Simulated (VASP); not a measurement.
Wanted: the native input for a VASP 6.6.1 run.

| Item | Value |
| --- | --- |
| Task | single point |
| Functional | PBE |
| Potentials or basis | VASP PAW PBE potentials, release 64 (Ti_sv) |
| Cutoff | 520 eV |
| k mesh | 16 × 16 × 16 |
| Occupations | fermi-dirac, width 0.1 eV |
| Spin | no spin polarisation |
| Dipole correction | no |
| Further INCAR settings | ALGO = Normal; EDIFF = 1e-07; NBANDS = 12 |

The structure of Ti lies in POSCAR:

```
Ti
1.0
   -1.3353597623      1.3353597623      1.3353597623
    1.3353597623     -1.3353597623      1.3353597623
    1.3353597623      1.3353597623     -1.3353597623
Ti
1
Direct
    0.0000000000      0.0000000000      0.0000000000
```

This cell differs from its parent crystal: volume scaled by 0.55.

The input as run:

INCAR

```
SYSTEM = Ti
PREC     = Accurate       ! precision mode
ENCUT    = 520            ! plane-wave cutoff, eV
EDIFF    = 1E-7           ! SCF threshold, eV
ISMEAR   = -1             ! smearing method
SIGMA    = 0.1            ! smearing width, eV
LREAL    = .False.        ! projectors in reciprocal space
LASPH    = .True.         ! aspherical terms in the spheres
NELM     = 100            ! most SCF steps
ALGO     = Normal         ! electronic algorithm
ISIF     = 2              ! what is computed and relaxed
LWAVE    = .False.        ! write WAVECAR
LCHARG   = .True.         ! write CHGCAR
GGA      = PE             ! functional
LELF     = .True.         ! ELF
LVHAR    = .True.       
NBANDS   = 12             ! bands
```

KPOINTS

```
Automatic mesh
0
Gamma
  16 16 16
  0 0 0
```

Potentials or basis: VASP PAW PBE potentials, release 64 (Ti_sv).

The run is started by

```sh
$ cat potpaw_PBE.64/Ti_sv/POTCAR > POTCAR
$ mpirun -np 1 vasp_std > vasp.out
```

Results of the run:

```
Pressure               : 152.7 GPa
Band gap on the k mesh : zero (band 6 reaches 17.20 eV, above the bottom of band 7 at 15.09 eV)
```

Wall time 36 s on 1 thread of AMD EPYC 7R13, with other jobs on the host, peak memory 0.1 GiB.
